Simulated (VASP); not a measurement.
Ge3N4, 14 atoms in the cell. The structure is hexagonal, space group P6_3/m (No. 176). The conventional cell has a = 8.044 Å, b = 8.044 Å, c = 3.080 Å, α = 90.00°, β = 90.00°, γ = 120.00°. Within 2.4 Å of Ge (site symmetry m) lie 4 N at 1.83 to 1.84 Å. Within 2.4 Å of N (site symmetry -6) lie 3 Ge at 1.83 Å. Within 2.4 Å of N (site symmetry m) lie 3 Ge at 1.84 Å. 

```yaml
Program: VASP 6.6.1
Task: single point
Functional: r2SCAN
Potentials_or_basis: VASP PAW PBE potentials, release 64 (Ge_d, N)
Cutoff: 660 eV
k_mesh: 6 × 6 × 8
Occupations: gaussian, width 0.01 eV
Spin: no spin polarisation
Dipole_correction: no
Further_INCAR_settings: ALGO = Normal; EDIFF = 1e-06; NBANDS = 75
```

Potentials or basis: VASP PAW PBE potentials, release 64 (Ge_d, N).

The run is started by

```console
$ cat potpaw_PBE.64/Ge_d/POTCAR potpaw_PBE.64/N/POTCAR > POTCAR
$ cp INCAR.step1 INCAR
$ mpirun -np 4 vasp_std > vasp.out
$ cp INCAR.step2 INCAR
$ mpirun -np 4 vasp_std > vasp.out
```

Hardware: 4 MPI ranks on Oxide Virtual Turin-like Processor, with other jobs on the host.

Task: How long does it take, and how much memory?

Result: Run time: 21 min on 4 MPI ranks on Oxide Virtual Turin-like Processor, on a shared host, peak memory 0.72 GiB a rank. Counts: k points 40.
